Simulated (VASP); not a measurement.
A run of VASP 6.6.1:

File INCAR:

```
  PREC = Accurate
  ENCUT = 520
  EDIFF = 1E-6
  ISMEAR = -1
  SIGMA = 0.05
  LREAL = Auto
  LASPH = True
  NELM = 60
  ALGO = Normal
  ISIF = 2
  LWAVE = False
  LCHARG = False
  GGA = PE
  NBANDS = 48
```

KPOINTS

```
Automatic mesh
0
Gamma
  2 2 2
```

The input POSCAR:

```
Si
1.0
    0.0000000000      5.4300000000      5.4300000000
    5.4300000000      0.0000000000      5.4300000000
    5.4300000000      5.4300000000      0.0000000000
Si
17
Direct
   -0.0014337937      0.0004109576      0.0005470534
    0.1281309392      0.1215471455      0.1221720074
    0.0025693370     -0.0073825967      0.5024945672
    0.1282005525      0.1216620626      0.6282167587
    0.0022206262      0.5018990792     -0.0061429098
    0.1281000000      0.6280926335      0.1220869245
    0.0024466851      0.5020796501      0.5023794659
    0.1257755064      0.6242009208      0.6253740331
    0.5004633517      0.0003447514      0.0004454880
    0.6248810313      0.1251060773      0.1249523020
    0.5005334254      0.0003840700      0.4986380295
    0.6222818600      0.1214724678      0.6281214549
    0.5004255985      0.4987911602      0.0004119705
    0.6220154696      0.6280640884      0.1218307551
    0.4942780847      0.5017858195      0.5020333333
    0.6221880295      0.6280758748      0.6280990792
    0.8757182320      0.3742622468      0.3753443831
```

Potentials or basis: VASP PAW PBE potentials, release 64 (Si).

Command:

```bash
$ cat potpaw_PBE.64/Si/POTCAR > POTCAR
$ mpirun -np 1 vasp_std > vasp.out
```

Hardware: 1 thread of Intel(R) Xeon(R) Platinum 8488C (Sapphire Rapids), with other jobs on the host.

Question: Estimate the wall time of this run.

Answer: Wall time 3.9 min on 1 thread of Intel(R) Xeon(R) Platinum 8488C (Sapphire Rapids), on a shared host, peak memory 0.46 GiB. Counts: scf iterations 14, k points 8.
